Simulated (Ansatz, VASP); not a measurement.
**Two plane-wave programs on SnSe**

```
Sn Se
1.0
     4.19785    0.00000    0.00000
     0.00000    4.19785    0.00000
     0.00000    0.00000   10.76633
Sn Se
2 2
Direct
  0.50000 0.00000 0.37223
  0.00000 0.50000 0.62777
  0.50000 0.00000 0.61604
  0.00000 0.50000 0.38396
```

Alike in both runs: task relaxation of cell and atoms; functional PBE; k mesh 6 × 6 × 3; occupations fermi-dirac, width 0.02 eV; no spin polarisation.

|  | VASP | Ansatz |
| --- | --- | --- |
| version | VASP 6.6.1 | Ansatz 0.2.0 |
| potentials or method | VASP PAW PBE potentials, release 64 (Sn_d, Se) | PAW with Ansatz's default frozen-core files, scalar-relativistic |
| plane-wave cutoff (eV) | 600 | 420 |
| valence electrons in the cell | 40 | 60 |

VASP gave:

| Property | Result |
| --- | --- |
| relaxed volume (Å³/atom) | 51.06 |
| relaxed length of the cell vector where the two differ most in proportion (Å) | 10.968 |

Question: Estimate Ansatz's values.

Answer: Relaxed volume (Å³/atom): 50.03; relaxed length of the cell vector where the two differ most in proportion (Å): 10.747.

VASP's potentials hold 40 valence electrons a cell and Ansatz's 60, so a difference there can come from the potentials and not from the codes.
